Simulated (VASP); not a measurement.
The system is AlAs.

```
Al As
1.0
     0.00000    2.83040    2.83040
     2.83040    0.00000    2.83040
     2.83040    2.83040    0.00000
Al As
1 1
Direct
  0.00000 0.00000 0.00000
  0.75000 0.75000 0.75000
```

Base run:

* Program: VASP 6.6.1
* Functional: PBE
* Potentials or basis: VASP PAW PBE potentials, release 64 (Al, As)
* Cutoff: 500 eV
* k mesh: 10 × 10 × 10
* Occupations: gaussian, width 0.05 eV
* Spin: no spin polarisation

Its results: band gap on the k mesh 1.44 eV (least direct gap 2.06 eV); pressure 2.8 GPa.

Problem. The run is repeated on the same cell with these changes: dispersion from none to D4. What comes out?

Solution. Band gap on the k mesh 1.44 eV (least direct gap 2.06 eV); pressure 0.3 GPa.

Dispersion adds attraction, which lowers the pressure at fixed volume and, as a term added to the energy, leaves the levels alone.

A k mesh can miss the band edges.
